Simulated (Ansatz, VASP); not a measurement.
KTaO3: VASP beside Ansatz

The input POSCAR:

```
KTaO3
1.0
    3.9901311030      0.0000000000      0.0000000000
    0.0000000000      3.9901311030      0.0000000000
    0.0000000000      0.0000000000      3.9103284809
K Ta O
1 1 3
Direct
    0.0000000000      0.0000000000      0.0000000000
    0.5000000000      0.5000000000      0.5000000000
    0.5000000000      0.5000000000      0.0000000000
    0.5000000000      0.0000000000      0.5000000000
    0.0000000000      0.5000000000      0.5000000000
```

Contents of INCAR.step1:

```
PREC     = Accurate       # precision mode
ENCUT    = 520            # plane-wave cutoff, eV
ISMEAR   = 0              # smearing method
SIGMA    = 0.01           # smearing width, eV
LREAL    = False          # projectors in reciprocal space
LASPH    = True           # aspherical terms in the spheres
NELM     = 150            # most SCF steps
MAGMOM   = 0 0 0 0 0 0 0 0 0 0 0 0 0 0 0 # initial moments
LSORBIT  = True           # spin-orbit coupling
GGA_COMPAT= False        
LMAXMIX  = 4              # l up to which the mixer works
NBANDS   = 53             # bands
GGA      = PE             # functional
ALGO     = Normal         # electronic algorithm
EDIFF    = 1E-4           # SCF threshold, eV
LWAVE    = True           # write WAVECAR
LCHARG   = False          # write CHGCAR
```

Contents of INCAR.step2:

```
PREC     = Accurate       # precision mode
ENCUT    = 520            # plane-wave cutoff, eV
EDIFF    = 1E-6           # SCF threshold, eV
ISMEAR   = 0              # smearing method
SIGMA    = 0.01           # smearing width, eV
LREAL    = False          # projectors in reciprocal space
LASPH    = True           # aspherical terms in the spheres
NELM     = 150            # most SCF steps
ALGO     = Normal         # electronic algorithm
ISIF     = 2              # what is computed and relaxed
LWAVE    = False          # write WAVECAR
LCHARG   = False          # write CHGCAR
MAGMOM   = 0 0 0 0 0 0 0 0 0 0 0 0 0 0 0 # initial moments
LORBIT   = 11             # projections on sites
LSORBIT  = True           # spin-orbit coupling
GGA_COMPAT= False        
LORBMOM  = True         
LMAXMIX  = 4              # l up to which the mixer works
METAGGA  = R2SCAN         # meta-GGA
LMIXTAU  = True         
NBANDS   = 53             # bands
ISTART   = 1
```

File KPOINTS:

```
regular mesh
0
Gamma
  6 6 6
```

Input for Ansatz:

```yaml
crystal:
  lattice:
    - [3.990131103, 0.0, 0.0]
    - [0.0, 3.990131103, 0.0]
    - [0.0, 0.0, 3.9103284809]
  atoms:
    - { symbol: K, position: [0.0, 0.0, 0.0] }
    - { symbol: Ta, position: [0.5, 0.5, 0.5] }
    - { symbol: O, position: [0.5, 0.5, 0.0] }
    - { symbol: O, position: [0.5, 0.0, 0.5] }
    - { symbol: O, position: [0.0, 0.5, 0.5] }
kpoints:
  mp_grid: { grid: [6, 6, 6] }
  band_path:
    path: [[0.0, 0.0, 0.0], [0.0, 0.5, 0.0], [0.5, 0.5, 0.0], [0.5, 0.5, 0.5]]
    npoints: 1
hamiltonian:
  xc: r2scan
scf:
  occupations: { method: fixed }
  n_extra_bands: 10
magnetization:
  noncollinear: true
  spin_orbit: true
output:
  forces: true
  stress: true
  eigenvalues: true
  write_density: true
  write_potential: true
  elf: true
  volumetric_format: npy
```

Change from the starting cell: uniaxial_z strain -2.0%.

Alike in both runs: task single point; functional r2SCAN; k mesh 6 × 6 × 6; non-collinear spin, spin-orbit coupling.

|  | VASP | Ansatz |
| --- | --- | --- |
| version | VASP 6.6.1 | Ansatz 0.2.0 |
| potentials or method | VASP PAW PBE potentials, release 64 (K_sv, Ta_pv, O) | plane waves, PAW |
| plane-wave cutoff (eV) | 520 | 500 |
| occupations | gaussian, width 0.01 eV | fixed |
| valence electrons in the cell | 38 | 40 |

```tsv
	VASP	Ansatz	Ansatz less VASP
pressure (GPa)	5.8	4.4	-1.46
traceless stress, the component that is largest in VASP (GPa)	5.78	5.65	-0.133
```

VASP's potentials were made for PBE, not for r2SCAN. VASP's potentials hold 38 valence electrons a cell and Ansatz's 40, so a difference there can come from the potentials and not from the codes.
